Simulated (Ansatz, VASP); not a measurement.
This is a calculation of TaWC2 for VASP 6.6.1.

File INCAR:

```
SYSTEM = TaWC2
ALGO     = Normal         ! electronic algorithm
EDIFF    = 1E-6           ! SCF threshold, eV
ENCUT    = 520            ! plane-wave cutoff, eV
GGA      = CA             ! functional
ISIF     = 2              ! what is computed and relaxed
ISMEAR   = -1             ! smearing method
LASPH    = .True.         ! aspherical terms in the spheres
LCHARG   = .True.         ! write CHGCAR
LELF     = .True.         ! ELF
LREAL    = .False.        ! projectors in reciprocal space
LVHAR    = .True.       
LWAVE    = .False.        ! write WAVECAR
NBANDS   = 24             ! bands
NELM     = 80             ! most SCF steps
PREC     = Accurate       ! precision mode
SIGMA    = 0.05           ! smearing width, eV
```

File KPOINTS:

```
k-points
0
Gamma
  10 10 10
  0 0 0
```

POSCAR

```
TaWC2
1.0
    1.6026836620      0.9253098436      5.2016768326
   -1.6026836620      0.9253098436      5.2016768326
    0.0000000000     -1.8506196874      5.2016768326
W Ta C
1 1 2
Direct
    0.0000000000      0.0000000000      0.0000000000
    0.5000000000      0.5000000000      0.5000000000
    0.2509330000      0.2509330000      0.2509330000
    0.7490670000      0.7490670000      0.7490670000
```

Potentials or basis: VASP PAW LDA potentials, release 64 (W_sv, Ta_pv, C).

Command:

```bash
$ cat potpaw_LDA.64/W_sv/POTCAR potpaw_LDA.64/Ta_pv/POTCAR potpaw_LDA.64/C/POTCAR > POTCAR
$ mpirun -np 1 vasp_std > vasp.out
```

Q: Set up the same calculation for Ansatz 0.2.0. Potentials there: Ansatz PAW.

A: As run (the cutoff follows the program's own potentials):

The input input.yaml:

```yaml
crystal:
  lattice:
    - [1.602683662, 0.9253098436, 5.2016768326]
    - [-1.602683662, 0.9253098436, 5.2016768326]
    - [0.0, -1.8506196874, 5.2016768326]
  atoms:
    - { symbol: W, position: [0.0, 0.0, 0.0] }
    - { symbol: Ta, position: [0.5, 0.5, 0.5] }
    - { symbol: C, position: [0.250933, 0.250933, 0.250933] }
    - { symbol: C, position: [0.749067, 0.749067, 0.749067] }
hamiltonian:
  xc: lda
  pseudopotentials: { kind: paw }
kpoints:
  mp_grid: { grid: [10, 10, 10] }
scf:
  occupations: { method: fermi_dirac, width: 0.05 }
output:
  forces: true
  stress: true
  eigenvalues: true
```

Potentials or basis: Ansatz PAW.

The run is started by

```bash
$ ansatz run input.yaml --threads 2 --pin off --max-ram 5632MiB --backend cpu --events-out ev --progress --plain --runs-dir out
```

Both were run:

|  | VASP | Ansatz | Ansatz less VASP |
| --- | --- | --- | --- |
| gap on the k mesh at the Fermi level (eV) | none | none | - |
| rms of the force components (eV/Å) | 0.028 | 0.028 | -0.0003 |

LDA's correlation is that of Perdew and Zunger in VASP and of Perdew and Wang (1992) in Ansatz. Atom by atom the forces differ by 0.000 eV/Å (rms over components). A gap of «none» marks a metal or a gap that the smearing closes. VASP's potentials hold 33 valence electrons a cell and Ansatz's 35, so a difference there can come from the potentials and not from the codes.

Spin-orbit coupling is off throughout.
